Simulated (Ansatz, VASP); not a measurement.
## MgB2, level by level in two programs

```xyz
3
Lattice="3.0433 0.0000 0.0000 -1.5217 2.6356 0.0000 0.0000 0.0000 3.4754" Properties=species:S:1:pos:R:3 pbc="T T T"
Mg    0.0000    0.0000    0.0000
B     1.5217    0.8785    1.7377
B     0.0000    1.7571    1.7377
```

Single points on this cell with VASP 6.6.1 and Ansatz 0.2.0. Each row is one pair of runs. Alike in all rows: spin: off; k mesh: 10 × 10 × 8; smearing: fermi-dirac, width 0.05 eV.

```csv
level,"VASP's potentials, cutoff","Ansatz's potentials, cutoff","gap on the k mesh at the Fermi level (eV), VASP","gap on the k mesh at the Fermi level (eV), Ansatz","pressure (GPa), VASP","pressure (GPa), Ansatz"
PBEsol+D3(BJ),"VASP PAW PBE potentials, release 64 (Mg, B), 520 eV","Ansatz PAW, 420 eV",?,none,?,-1.0
revPBE,"VASP PAW PBE potentials, release 64 (Mg, B), 520 eV","Ansatz PAW, 420 eV",none,none,8.1,8.5
r2SCAN,"VASP PAW PBE potentials, release 64 (Mg_sv, B), 660 eV","Ansatz PAW, 500 eV",none,none,4.5,4.5
```

Q: Fill in what VASP gave in row 1.

A: gap on the k mesh at the Fermi level (eV): none; pressure (GPa): -0.9.

VASP's potentials hold 8 valence electrons a cell and Ansatz's 16 in some rows, so a difference there can come from the potentials and not from the codes.

A gap of «none» marks a metal or a gap that the smearing closes.
